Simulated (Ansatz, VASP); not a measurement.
# Cu in VASP and in Ansatz

INCAR

```
SYSTEM = Cu
PREC     = Accurate       ! precision mode
ENCUT    = 520            ! plane-wave cutoff, eV
EDIFF    = 1E-6           ! SCF threshold, eV
ISMEAR   = -1             ! smearing method
SIGMA    = 0.08           ! smearing width, eV
LREAL    = .False.        ! projectors in reciprocal space
LASPH    = .True.         ! aspherical terms in the spheres
NELM     = 60             ! most SCF steps
ALGO     = Normal         ! electronic algorithm
ISIF     = 2              ! what is computed and relaxed
LWAVE    = .False.        ! write WAVECAR
LCHARG   = .False.        ! write CHGCAR
GGA      = PE             ! functional
NBANDS   = 12             ! bands
```

Contents of KPOINTS:

```
Automatic mesh
0
Gamma
  19 19 19
  0 0 0
```

File POSCAR:

```
Cu
1.0
    0.0000000000      1.8194705475      1.8194705475
    1.8194705475      0.0000000000      1.8194705475
    1.8194705475      1.8194705475      0.0000000000
Cu
1
Direct
    0.0000000000      0.0000000000      0.0000000000
```

Input for Ansatz:

```yaml
crystal:
  lattice:
    - [0.0, 1.8194705475, 1.8194705475]
    - [1.8194705475, 0.0, 1.8194705475]
    - [1.8194705475, 1.8194705475, 0.0]
  atoms:
    - { symbol: Cu, position: [0.0, 0.0, 0.0] }
kpoints:
  mp_grid: { grid: [19, 19, 19] }
  band_path:
    path:
      - [0.0, 0.0, 0.0]
      - [0.5, 0.0, 0.5]
      - [0.625, 0.25, 0.625]
      - [0.375, 0.375, 0.75]
      - [0.0, 0.0, 0.0]
      - [0.5, 0.5, 0.5]
      - [0.5, 0.25, 0.75]
      - [0.5, 0.0, 0.5]
    npoints: 5
scf:
  occupations: { method: fermi_dirac, width: 0.08 }
hamiltonian:
  xc: pbe
  pseudopotentials: { kind: all_electron, lapw: { basis_error: 0.00025 } }
output:
  forces: true
  stress: true
  eigenvalues: true
```

Change from the starting cell: volume scaled by 1.02.

Alike in both runs: task single point; functional PBE; k mesh 19 × 19 × 19; occupations fermi-dirac, width 0.08 eV; no spin polarisation.

```csv
,VASP,Ansatz
version,VASP 6.6.1,Ansatz 0.2.0
potentials or method,"VASP PAW PBE potentials, release 64 (Cu), cutoff 520 eV","all-electron LAPW, scalar-relativistic"
```

|  | VASP | Ansatz | Ansatz less VASP |
| --- | --- | --- | --- |
| pressure (GPa) | -0.6 | -1.1 | -0.57 |

Ansatz ran all-electron here, and VASP with PAW potentials.
